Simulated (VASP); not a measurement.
Write the native input for VASP 6.6.1 that does the following.

* Task: relaxation of cell and atoms
* Functional: PBE
* Potentials or basis: VASP PAW PBE potentials, release 64 (Li_sv)
* Cutoff: 600 eV
* k mesh: 18 × 18 × 18
* Occupations: fermi-dirac, width 0.08 eV
* Spin: no spin polarisation
* Target pressure: 16 GPa
* Dipole correction: no
* Further INCAR settings: ALGO = Normal; EDIFF = 1e-06; IBRION = 2; EDIFFG = -0.005; NSW = 60; ISIF = 3

The structure of Li lies in POSCAR:

```
Li
1.0
    0.0000000000      1.8319560142      1.8319560142
    1.8319560142      0.0000000000      1.8319560142
    1.8319560142      1.8319560142      0.0000000000
Li
1
Direct
    0.0000000000      0.0000000000      0.0000000000
```

One way to write it, as run:

INCAR

```
PREC     = Accurate       # precision mode
ENCUT    = 600            # plane-wave cutoff, eV
EDIFF    = 1E-6           # SCF threshold, eV
ISMEAR   = -1             # smearing method
SIGMA    = 0.08           # smearing width, eV
LREAL    = False          # projectors in reciprocal space
LASPH    = True           # aspherical terms in the spheres
NELM     = 60             # most SCF steps
ALGO     = Normal         # electronic algorithm
ISIF     = 3              # what is computed and relaxed
LWAVE    = False          # write WAVECAR
LCHARG   = False          # write CHGCAR
GGA      = PE             # functional
IBRION   = 2              # ionic algorithm
NSW      = 60             # ionic steps
EDIFFG   = -0.005         # ionic threshold
PSTRESS  = 160.0
```

KPOINTS

```
regular mesh
0
Gamma
  18 18 18
```

Potentials or basis: VASP PAW PBE potentials, release 64 (Li_sv).

Run with:

```sh
$ cat potpaw_PBE.64/Li_sv/POTCAR > POTCAR
$ mpirun -np 1 vasp_std > vasp.out
```

It gave:

```yaml
Relaxed_volume: 12.20 Å³/atom
Relaxed_cell: a = 2.584 Å, b = 2.584 Å, c = 2.584 Å, α = 60.00°, β = 60.00°, γ = 60.00°
Space_group_after_relaxing_to_0.05_Å: Fm-3m (No. 225)
Energy_change_on_relaxing_the_enthalpy_is_what_falls: +9.2 meV/atom
Ionic_steps: 3
Pressure_after_relaxing: 16.0 GPa
```

Caveat: the cutoff is under 1.25 times the usual one of these potentials, so pressure, stress and relaxed cells hold a basis-set (Pulay) error; the cell is relaxed towards a set pressure, so the enthalpy falls and the energy may rise.

Run time: 7.7 s on 1 thread of Intel(R) Xeon(R) 6975P-C (Granite Rapids), with other jobs on the host, peak memory 0.13 GiB.
